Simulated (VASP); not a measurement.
# C (P6_3/mmc) in VASP: a series of runs

The runs below take C through single point, with PBE, LDA.

The COD entry that gives the cell may itself be a prediction, so a difference from it is no test against experiment.

Program: VASP 6.6.1. These are calculated values, not measurements. Logs are shortened: lines on timing, memory, paths and dates and some standing lists are left out, and cuts for length are marked.

### Step 1. The cell of the first run

The structure is hexagonal, space group P6_3/mmc (No. 194). Conventional cell: a = 2.518 Å, b = 2.518 Å, c = 8.305 Å, α = 90.00°, β = 90.00°, γ = 120.00°. C (site symmetry 3m) has 4 C at 1.54 Å within 2.1 Å. Within 2.1 Å of C (site symmetry 3m) lie 4 C at 1.54 to 1.57 Å.

### Step 2. Single point, PBE

Input file INCAR:

```
SYSTEM = C
  PREC = Accurate
  ENCUT = 520
  EDIFF = 1E-6
  ISMEAR = 0
  SIGMA = 0.02
  LREAL = .FALSE.
  LASPH = .TRUE.
  NELM = 60
  ALGO = Normal
  ISIF = 2
  LWAVE = .FALSE.
  LCHARG = .FALSE.
  GGA = PE
  NBANDS = 26
```

Input file KPOINTS:

```
Automatic mesh
0
G
  12 12 4
  0 0 0
```

Input file POSCAR:

```
C
1.0
    2.5180184915      0.0000000000      0.0000000000
   -1.2590092457      2.1806679808      0.0000000000
    0.0000000000      0.0000000000      8.3045881819
C
8
Direct
    0.0000000000      0.0000000000      0.0929681641
    0.0000000000      0.0000000000      0.5929681641
    0.0000000000      0.0000000000      0.4070318359
    0.0000000000      0.0000000000      0.9070318359
    0.3333333333      0.6666666667      0.1555285626
    0.6666666667      0.3333333333      0.6555285626
    0.3333333333      0.6666666667      0.3444714374
    0.6666666667      0.3333333333      0.8444714374
```

Potentials or basis: VASP PAW PBE potentials, release 64 (C).

On the command line:

```bash
$ cat potpaw_PBE.64/C/POTCAR > POTCAR
$ mpirun -np 1 vasp_std > vasp.out
```

OUTCAR:

```text
SYSTEM = C
   PREC = Accurate
   ENCUT = 520
   EDIFF = 1E-6
   ISMEAR = 0
   LREAL = .FALSE.
   LASPH = .TRUE.
   NELM = 60
   ISIF = 2
   GGA = PE

 ion  position               nearest neighbor table
   1  0.000  0.000  0.093-   5 1.54   5 1.54   5 1.54   4 1.54
   2  0.000  0.000  0.593-   6 1.54   6 1.54   6 1.54   3 1.54
   3  0.000  0.000  0.407-   7 1.54   7 1.54   7 1.54   2 1.54
   4  0.000  0.000  0.907-   8 1.54   8 1.54   8 1.54   1 1.54
   5  0.333  0.667  0.156-   1 1.54   1 1.54   1 1.54   7 1.57
   6  0.667  0.333  0.656-   2 1.54   2 1.54   2 1.54   8 1.57
   7  0.333  0.667  0.344-   3 1.54   3 1.54   3 1.54   5 1.57
   8  0.667  0.333  0.844-   4 1.54   4 1.54   4 1.54   6 1.57

  LATTYP: Found a hexagonal cell.
 ALAT       =     2.5180184915
 C/A-ratio  =     3.2980648116

  Lattice vectors:

 A1 = (   2.5180184915,   0.0000000000,   0.0000000000)
 A2 = (  -1.2590092457,   2.1806679808,   0.0000000000)
 A3 = (   0.0000000000,   0.0000000000,   8.3045881819)

Analysis of symmetry for initial positions (statically):
=====================================================================
 Subroutine PRICEL returns:
 Original cell was already a primitive cell.

 Routine SETGRP: Setting up the symmetry group for a
 hexagonal supercell.

 Subroutine GETGRP returns: Found 24 space group operations
 (whereof 12 operations were pure point group operations)
 out of a pool of 24 trial point group operations.

The static configuration has the point symmetry D_3d.
 The point group associated with its full space group is D_6h.

Analysis of symmetry for dynamics (positions and initial velocities):
=====================================================================
 Subroutine PRICEL returns:
 Original cell was already a primitive cell.

 Routine SETGRP: Setting up the symmetry group for a
 hexagonal supercell.

 Subroutine GETGRP returns: Found 24 space group operations
 (whereof 12 operations were pure point group operations)
 out of a pool of 24 trial point group operations.

The dynamic configuration has the point symmetry D_3d.
 The point group associated with its full space group is D_6h.

 Subroutine INISYM returns: Found 24 space group operations
 (whereof 12 operations are pure point group operations),
 and found     1 'primitive' translations

----------------------------------------------------------------------------------------

                                     Primitive cell

  volume of cell :      45.6002

  direct lattice vectors                    reciprocal lattice vectors
     2.518018491  0.000000000  0.000000000     0.397137671  0.229287541  0.000000000
    -1.259009246  2.180667981  0.000000000     0.000000000  0.458575083  0.000000000
     0.000000000  0.000000000  8.304588182     0.000000000  0.000000000  0.120415363

  length of vectors
     2.518018491  2.518018491  8.304588182     0.458575083  0.458575083  0.120415363

  position of ions in fractional coordinates (direct lattice)
     0.000000000  0.000000000  0.092968164
     0.000000000  0.000000000  0.592968164
     0.000000000  0.000000000  0.407031836
     0.000000000  0.000000000  0.907031836
     0.333333333  0.666666667  0.155528563
     0.666666667  0.333333333  0.655528563
     0.333333333  0.666666667  0.344471437
     0.666666667  0.333333333  0.844471437

  ion indices of the primitive-cell ions
   primitive index   ion index
                 1           1
                 2           2
                 3           3
                 4           4
                 5           5
                 6           6
                 7           7
                 8           8

----------------------------------------------------------------------------------------

 KPOINTS: Automatic mesh

Automatic generation of k-mesh.
 Grid dimensions read from file:
 generate k-points for:   12   12    4

 Generating k-lattice:

  Cartesian coordinates                     Fractional coordinates (reciprocal lattice)
     0.033094806  0.019107295  0.000000000     0.083333333  0.000000000  0.000000000
     0.000000000  0.038214590  0.000000000     0.000000000  0.083333333  0.000000000
     0.000000000  0.000000000  0.030103841     0.000000000  0.000000000  0.250000000

  Length of vectors
     0.038214590  0.038214590  0.030103841

  Shift w.r.t. Gamma in fractional coordinates (k-lattice)
     0.000000000  0.000000000  0.000000000

 Subroutine IBZKPT returns following result:
 ===========================================

 Found     57 irreducible k-points:

 Following reciprocal coordinates:
            Coordinates               Weight
  0.000000  0.000000  0.000000      1.000000
  0.083333 -0.000000  0.000000      6.000000
  0.166667  0.000000  0.000000      6.000000
  0.250000 -0.000000  0.000000      6.000000
  0.333333 -0.000000  0.000000      6.000000
  0.416667 -0.000000  0.000000      6.000000
[... 16 lines left out ...]
  0.250000 -0.000000  0.250000     12.000000
  0.333333 -0.000000  0.250000     12.000000
 [... further k-points ...]
   k-points           NKPTS =     57   k-points in BZ     NKDIM =     57   number of bands    NBANDS=     26
   number of dos      NEDOS =    301   number of ions     NIONS =      8
   total plane-waves  NPLWV =  25600
   dimension x,y,z NGX =    20 NGY =   20 NGZ =   64
   dimension x,y,z NGXF=    40 NGYF=   40 NGZF=  128
   ions per type =               8
   NGX,Y,Z   is equivalent  to a cutoff of  13.20, 13.20, 12.81 a.u.
   NGXF,Y,Z  is equivalent  to a cutoff of  26.41, 26.41, 25.62 a.u.
 SYSTEM =  C
   PREC   = accura    normal or accurate (medium, high low for compatibility)
   ISTART =      0    job   : 0-new  1-cont  2-samecut
   ICHARG =      2    charge: 1-file 2-atom 10-const
   ISPIN  =      1    spin polarized calculation?
   LNONCOLLINEAR =      F non collinear calculations
   LSORBIT =      F    spin-orbit coupling
   LASPH  =      T    aspherical Exc in radial PAW
   ENCUT  =  520.0 eV  38.22 Ry    6.18 a.u.   4.68  4.68 15.44*2*pi/ulx,y,z
   NELM   =     60;   NELMIN=  2; NELMDL= -5     # of ELM steps
   EDIFF  = 0.1E-05   stopping-criterion for ELM
   LREAL  =      F    real-space projection
   EDIFFG = 0.1E-04   stopping-criterion for IOM
   NSW    =      0    number of steps for IOM
   IBRION =     -1    ionic relax: 0-MD 1-quasi-New 2-CG
   NFREE  =      0    steps in history (QN), initial steepest desc. (CG)
   ISIF   =      2    stress and relaxation
   ISYM   =      2    0-nonsym 1-usesym 2-fastsym
   POTIM  = 0.5000    time-step for ionic-motion
   TEBEG  =    0.0;   TEEND  =   0.0 temperature during run
   PSTRESS=    0.0 pullay stress
   NELECT =      32.0000    total number of electrons
   NUPDOWN=      -1.0000    fix difference up-down
   EMIN   =  10.00;   EMAX   =-10.00  energy-range for DOS
   EFERMI =   0.00;   METHOD = LEGACY
   ISMEAR =     0;   SIGMA  =   0.02  broadening in eV -4-tet -1-fermi 0-gaus
   EFERMI_NEDOS =   21; number of points for ismear=-14 and -15
   IALGO  =     38    algorithm
   IMIX   =      4    mixing-type and parameters
     AMIX     =   0.40;   BMIX     =  1.00
     AMIX_MAG =   1.60;   BMIX_MAG =  1.00
  volume/ion in A,a.u.               =       5.70        38.47
  Fermi-wavevector in a.u.,A,eV,Ry     =   1.454798  2.749169 28.795869  2.116437
  Thomas-Fermi vector in A             =   2.571907
   LORBIT       =      0    0 simple, 1 ext, 2 COOP (PROOUT), +10 PAW based schemes
   GGA     = PE    functional components
   LHFCALC =     F    Hartree Fock is set to
   AEXX    =    0.0000 exact exchange contribution
   IVDW    =     0    specifies the selected vdW correction
   LEPSILON=     F    determine dielectric tensor
   LRPA    =     F    only Hartree local field effects (RPA)
 non-spin polarized calculation
 Gauss-broadening in eV      SIGMA  =   0.02
  energy-cutoff  :      520.00
  volume of cell :       45.60
 maximum number of plane-waves:      1243
 NGX is ok and might be reduce to    20
   NGX =  9   NGY =  9   NGZ = 31

 number of electron      31.9999995 magnetization

 Free energy of the ion-electron system (eV)
  ---------------------------------------------------
  ext. energy  EPLUGINS =         0.00000000
  ---------------------------------------------------
  free energy    TOTEN  =       -72.66992305 eV

  energy without entropy =      -72.66992305  energy(sigma->0) =      -72.66992305

 E-fermi :   9.9517     XC(G=0): -13.2242

 val. band max:        9.7877608974   @ k =   0.0000   0.0000   0.0000
 cond. band min:      14.3210898952   @ k =   0.4167  -0.0000   0.0000
 fundamental gap:      4.5333289978
 Fermi energy:         9.9516713316

 k-point     1 :       0.0000    0.0000    0.0000
  band No.  band energies     occupation
      1     -11.7664      2.00000
      2     -10.1294      2.00000
      3     -10.0255      2.00000
      4      -6.1228      2.00000
      5      -3.6701      2.00000
      6       2.9651      2.00000
[... 18 lines left out ...]
     25      17.9872      0.00000
     26      18.1973      0.00000

 k-point     2 :       0.0833   -0.0000    0.0000
  band No.  band energies     occupation
      1     -11.5951      2.00000
      2      -9.9606      2.00000
      3      -9.8575      2.00000
      4      -5.9699      2.00000
      5      -3.5122      2.00000
      6       3.0497      2.00000
[... 18 lines left out ...]
     25      18.4493      0.00000
     26      18.7855      0.00000

 k-point     3 :       0.1667    0.0000    0.0000
  band No.  band energies     occupation
      1     -11.0832      2.00000
      2      -9.4567      2.00000
      3      -9.3562      2.00000
      4      -5.5128      2.00000
      5      -3.0509      2.00000
      6       3.2193      2.00000
[... 572 lines left out ...]
 k-point    23 :       0.2500   -0.0000    0.2500
  band No.  band energies     occupation
      1     -10.1324      2.00000
      2      -9.2991      2.00000
      3      -7.6675      2.00000
      4      -5.4577      2.00000
      5      -1.5145      2.00000
      6       1.4493      2.00000
[... 18 lines left out ...]
     25      19.9969      0.00000
     26      21.3849      0.00000

 k-point    24 :       0.3333   -0.0000    0.2500
  band No.  band energies     occupation
      1      -8.9698      2.00000
      2      -8.1505      2.00000
      3      -6.5558      2.00000
      4      -4.4170      2.00000
      5      -1.3663      2.00000
      6      -0.3457      2.00000
[... 18 lines left out ...]
     25      20.2502      0.00000
     26      21.9292      0.00000

 [... further k-points ...]

------------------------ aborting loop because EDIFF is reached ----------------------------------------

  FORCE on cell =-STRESS in cart. coord.  units (eV):
  Direction    XX          YY          ZZ          XY          YZ          ZX
  --------------------------------------------------------------------------------------
  -------------------------------------------------------------------------------------
  Total        0.1940708      0.1940708      0.1756707      0.0000000      0.0000000      0.0000000
  in kB        6.8187416      6.8187416      6.1722492      0.0000000      0.0000000      0.0000000
  external PRESSURE =       6.6032441 kB  Pullay stress =       0.0000000 kB

 VOLUME and BASIS-vectors are now :
 -----------------------------------------------------------------------------
  energy-cutoff  :      520.00
  volume of cell :       45.60
      direct lattice vectors                 reciprocal lattice vectors
     2.518018491  0.000000000  0.000000000     0.397137671  0.229287541  0.000000000
    -1.259009246  2.180667981  0.000000000     0.000000000  0.458575083  0.000000000
     0.000000000  0.000000000  8.304588182     0.000000000  0.000000000  0.120415363

 POSITION                                       TOTAL-FORCE (eV/Angst)
 -----------------------------------------------------------------------------------
      0.00000      0.00000      0.77206        -0.000000     -0.000000      0.000793
      0.00000      0.00000      4.92436        -0.000000     -0.000000      0.000793
      0.00000      0.00000      3.38023        -0.000000     -0.000000     -0.000793
      0.00000      0.00000      7.53253         0.000000     -0.000000     -0.000793
     -0.00000      1.45378      1.29160         0.000000     -0.000000      0.004212
      1.25901      0.72689      5.44389         0.000000     -0.000000      0.004212
     -0.00000      1.45378      2.86069        -0.000000     -0.000000     -0.004212
      1.25901      0.72689      7.01299         0.000000      0.000000     -0.004212
 -----------------------------------------------------------------------------------
    total drift:                                0.000000     -0.000000      0.000000

  FREE ENERGIE OF THE ION-ELECTRON SYSTEM (eV)
  ---------------------------------------------------
  free  energy   TOTEN  =       -72.6699230533 eV

  energy  without entropy=      -72.6699230533  energy(sigma->0) =      -72.66992305
```

Wall time 27 s (1 thread of Intel Xeon 6975P-C (Granite Rapids), shared host); peak memory 0.18 GiB.

Results:

```yaml
Free_energy: -72.6699 eV
Pressure: 0.7 GPa
Largest_force: 0.004 eV/Å
Band_gap_on_the_k_mesh: 4.53 eV, indirect (least direct gap 5.29 eV)
```

Forces on the atoms (eV/Å):
```
C    0.000  0.000  0.001
C    0.000  0.000  0.001
C    0.000  0.000 -0.001
C    0.000  0.000 -0.001
C    0.000  0.000  0.004
C    0.000  0.000  0.004
C    0.000  0.000 -0.004
C    0.000  0.000 -0.004
```

A k mesh can miss the band edges. A hybrid or GW would open this gap; PBE tends to underestimate it.

### Step 3. Single point, PBE

Input file INCAR:

```
SYSTEM = C
ALGO = Normal
EDIFF = 1E-7
ENCUT = 520
GGA = PE
ISIF = 2
ISMEAR = 0
LASPH = .TRUE.
LCHARG = .FALSE.
LREAL = .FALSE.
LWAVE = .FALSE.
NBANDS = 26
NELM = 80
PREC = Accurate
SIGMA = 0.05
```

Input file KPOINTS:

```
k-points
0
G
  12 12 4
  0 0 0
```

POSCAR is that of step 2.

Potentials or basis: VASP PAW PBE potentials, release 64 (C).

On the command line:

```bash
$ cat potpaw_PBE.64/C/POTCAR > POTCAR
$ mpirun -np 1 vasp_std > vasp.out
```

Run time: 31 s. Hardware: 1 thread of Intel Xeon 6975P-C (Granite Rapids), shared host; peak memory 0.18 GiB.

It converged, with:

```yaml
Free_energy: -72.6699 eV
Pressure: 0.7 GPa
Largest_force: 0.004 eV/Å
Band_gap_on_the_k_mesh: 4.53 eV, indirect (least direct gap 5.29 eV)
```

Forces in eV/Å, atoms in the order of the input:
```
C    0.000  0.000  0.001
C    0.000  0.000  0.001
C    0.000  0.000 -0.001
C    0.000  0.000 -0.001
C    0.000  0.000  0.004
C    0.000  0.000  0.004
C    0.000  0.000 -0.004
C    0.000  0.000 -0.004
```

Levels at points of the mesh, in eV from the valence-band top:
```csv
k point,band 13,band 14,band 15,band 16,band 17,band 18,band 19,band 20
"(0.00, 0.00, 0.00)",-1.72,-0.22,0.00,0.00,5.29,5.29,5.46,7.10
"(0.50, 0.00, 0.00)",-4.91,-4.65,-3.66,-2.95,4.60,5.57,5.98,6.02
"(0.00, 0.00, 0.50)",-0.65,-0.65,-0.65,-0.65,6.06,6.06,6.06,6.06
"(0.50, 0.00, 0.50)",-4.71,-4.71,-3.64,-3.64,4.94,4.94,6.98,6.98
```

[end of part 1 of 3]
